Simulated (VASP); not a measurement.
Zn:

```xyz
2
Lattice="2.6187 0.0000 0.0000 -1.3094 2.2679 0.0000 0.0000 0.0000 4.8389" Properties=species:S:1:pos:R:3 pbc="T T T"
Zn    0.0000    1.5119    1.2097
Zn    1.3094    0.7560    3.6292
```

Base run:

- Program: VASP 6.6.1
- Functional: r2SCAN
- Potentials or basis: VASP PAW PBE potentials, release 64 (Zn)
- Cutoff: 520 eV
- k mesh: 8 × 8 × 4
- Occupations: fermi-dirac, width 0.1 eV
- Spin: no spin polarisation

Its results: band gap on the k mesh zero (band 12 reaches 4.80 eV, above the bottom of band 13 at 0.37 eV); pressure 0.8 GPa.

Question: The run is repeated on the same cell with these changes: k mesh from 8 × 8 × 4 to 2 × 2 × 1. What comes out?

Answer: Band gap on the k mesh zero (band 12 reaches 1.11 eV, above the bottom of band 13 at 0.40 eV); pressure 6.2 GPa.

Caveats: some runs use coarse meshes; the PAW data sets were made with another functional, which shifts forces and pressure a little.
